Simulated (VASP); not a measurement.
A run of VASP 6.6.1 is set up as follows.

The input POSCAR:

```
Ga2PN
1.0
    1.6398529136      0.9467695211      5.7335005091
   -1.6398529136      0.9467695211      5.7335005091
    0.0000000000     -1.8935390422      5.7335005090
N P Ga
1 1 2
Direct
    1.0000000000      0.0000000000      0.0000000000
    0.5000000000      0.5000000000      0.5000000000
    0.2632178218      0.2632178218      0.2632178218
    0.7367821782      0.7367821782      0.7367821782
```

Contents of INCAR.step1:

```
SYSTEM = Ga2PN
PREC     = Accurate       ! precision mode
ENCUT    = 600            ! plane-wave cutoff, eV
ISMEAR   = -1             ! smearing method
SIGMA    = 0.02           ! smearing width, eV
LREAL    = .False.        ! projectors in reciprocal space
LASPH    = .True.         ! aspherical terms in the spheres
NELM     = 100            ! most SCF steps
GGA      = PE             ! functional
ALGO     = Normal         ! electronic algorithm
EDIFF    = 1E-4           ! SCF threshold, eV
LWAVE    = .True.         ! write WAVECAR
LCHARG   = .False.        ! write CHGCAR
```

File INCAR.step2:

```
SYSTEM = Ga2PN
PREC     = Accurate       ! precision mode
ENCUT    = 600            ! plane-wave cutoff, eV
EDIFF    = 1E-7           ! SCF threshold, eV
ISMEAR   = -1             ! smearing method
SIGMA    = 0.02           ! smearing width, eV
LREAL    = .False.        ! projectors in reciprocal space
LASPH    = .True.         ! aspherical terms in the spheres
NELM     = 100            ! most SCF steps
ALGO     = Normal         ! electronic algorithm
ISIF     = 3              ! what is computed and relaxed
LWAVE    = .False.        ! write WAVECAR
LCHARG   = .False.        ! write CHGCAR
METAGGA  = R2SCAN         ! meta-GGA
LMIXTAU  = .True.       
IBRION   = 2              ! ionic algorithm
NSW      = 80             ! ionic steps
EDIFFG   = -0.005         ! ionic threshold
ISTART   = 1
```

KPOINTS

```
regular mesh
0
Gamma
  8 8 8
  0 0 0
```

Potentials or basis: VASP PAW PBE potentials, release 64 (N, P, Ga_d).

Command:

```bash
$ cat potpaw_PBE.64/N/POTCAR potpaw_PBE.64/P/POTCAR potpaw_PBE.64/Ga_d/POTCAR > POTCAR
$ cp INCAR.step1 INCAR
$ mpirun -np 1 vasp_std > vasp.out
$ cp INCAR.step2 INCAR
$ mpirun -np 1 vasp_std > vasp.out
```

(1) Estimate the band gap on the k mesh.

(2) What does it give for the relaxed cell?

(3) What does it give for the space group after relaxing (to 0.05 Å)?

## Answers

(1) zero (band 18 reaches 9.29 eV, above the bottom of band 19 at 7.11 eV).

(2) a = 5.950 Å, b = 5.950 Å, c = 5.950 Å, α = 31.74°, β = 31.74°, γ = 31.74°.

(3) R-3m (No. 166).
